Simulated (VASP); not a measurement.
A run of VASP 6.6.1 is set up as follows.

Contents of POSCAR:

```
LaCuTe2
1.0
    2.2154935992      1.2791158259      6.8176611600
   -2.2154935992      1.2791158259      6.8176611600
    0.0000000000     -2.5582316518      6.8176611600
Cu La Te
1 1 2
Direct
    1.0000000000      0.0000000000      0.0000000000
    0.5000000000      0.5000000000      0.5000000000
    0.2612148840      0.2612148840      0.2612148840
    0.7387851160      0.7387851160      0.7387851160
```

File INCAR.step1:

```
PREC     = Accurate       # precision mode
ENCUT    = 520            # plane-wave cutoff, eV
ISMEAR   = 0              # smearing method
SIGMA    = 0.01           # smearing width, eV
LREAL    = F              # projectors in reciprocal space
LASPH    = T              # aspherical terms in the spheres
NELM     = 100            # most SCF steps
NBANDS   = 25             # bands
GGA      = PE             # functional
ALGO     = Normal         # electronic algorithm
EDIFF    = 1E-4           # SCF threshold, eV
LWAVE    = T              # write WAVECAR
LCHARG   = F              # write CHGCAR
```

The input INCAR.step2:

```
PREC     = Accurate       # precision mode
ENCUT    = 520            # plane-wave cutoff, eV
EDIFF    = 1E-6           # SCF threshold, eV
ISMEAR   = 0              # smearing method
SIGMA    = 0.01           # smearing width, eV
LREAL    = F              # projectors in reciprocal space
LASPH    = T              # aspherical terms in the spheres
NELM     = 100            # most SCF steps
ALGO     = Normal         # electronic algorithm
ISIF     = 2              # what is computed and relaxed
LWAVE    = F              # write WAVECAR
LCHARG   = F              # write CHGCAR
METAGGA  = R2SCAN         # meta-GGA
LMIXTAU  = T            
NBANDS   = 25             # bands
ISTART   = 1
```

File KPOINTS:

```
regular mesh
0
Gamma
  6 6 6
```

Potentials or basis: VASP PAW PBE potentials, release 64 (Cu, La, Te).

Run with:

```console
$ cat potpaw_PBE.64/Cu/POTCAR potpaw_PBE.64/La/POTCAR potpaw_PBE.64/Te/POTCAR > POTCAR
$ cp INCAR.step1 INCAR
$ mpirun -np 1 vasp_std > vasp.out
$ cp INCAR.step2 INCAR
$ mpirun -np 1 vasp_std > vasp.out
```

Estimate the pressure.

0.5 GPa.

Estimate the largest force.

0.011 eV/Å.

Predict the band gap on the k mesh.

0.93 eV (least direct gap 1.40 eV).

Stress tensor (GPa, compression positive):
```
 0.73  0.00  0.00
 0.00  0.73  0.00
 0.00  0.00 -0.05
```

Caveat: the cell differs from its parent crystal (epitaxial xy strain -1.0%); the PAW data sets were made with another functional, which shifts forces and pressure a little; spin-orbit coupling is left out, which moves the levels of the heavy elements. A k mesh can miss the band edges.
